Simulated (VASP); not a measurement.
A run of VASP 6.6.1 is set up as follows.

File POSCAR:

```
Rb
1.0
    4.5480067166      0.0000000000      0.0000000000
    0.0000000000      4.5480067166      0.0000000000
    0.0000000000      0.0000000000      4.5480067166
Rb
1
Direct
    0.0000000000      0.0000000000      0.0000000000
```

The input INCAR.step1:

```
PREC = Accurate
ENCUT = 550
ISMEAR = -1
SIGMA = 0.1
LREAL = F
LASPH = T
NELM = 120
GGA = PE
ALGO = Normal
EDIFF = 1E-5
LWAVE = T
LCHARG = F
GGA_COMPAT = F
IBRION = 2
ISIF = 3
EDIFFG = -0.005
NELMIN = 4
NSW = 100
```

Contents of INCAR.step2:

```
PREC = Accurate
ENCUT = 550
EDIFF = 1E-7
ISMEAR = -1
SIGMA = 0.1
LREAL = F
LASPH = T
NELM = 120
ALGO = Normal
ISIF = 3
LWAVE = F
LCHARG = F
METAGGA = R2SCAN
LMIXTAU = T
IBRION = 2
NSW = 80
EDIFFG = -0.01
ISTART = 1
GGA_COMPAT = F
NELMIN = 4
```

The input KPOINTS:

```
regular mesh
0
Gamma
  7 7 7
```

Potentials or basis: VASP PAW PBE potentials, release 64 (Rb_sv).

The run is started by

```bash
$ cat potpaw_PBE.64/Rb_sv/POTCAR > POTCAR
$ cp INCAR.step1 INCAR
$ mpirun -np 1 vasp_std > vasp.out
$ cp INCAR.step2 INCAR
$ mpirun -np 1 vasp_std > vasp.out
```

Question: Estimate the space group after relaxing (to 0.05 Å).

Answer: Pm-3m (No. 221).

Question: What does it give for the relaxed cell?

Answer: a = 4.629 Å, b = 4.629 Å, c = 4.629 Å, α = 90.00°, β = 90.00°, γ = 90.00°.

Question: What does it give for the relaxed volume?

Answer: 99.19 Å³/atom.

Final structure:
```
Rb
1.0
     4.62901    0.00000    0.00000
     0.00000    4.62901    0.00000
     0.00000    0.00000    4.62901
Rb
1
Direct
  0.00000 0.00000 0.00000
```

Caveat: the PAW data sets were made with another functional, which shifts forces and pressure a little.
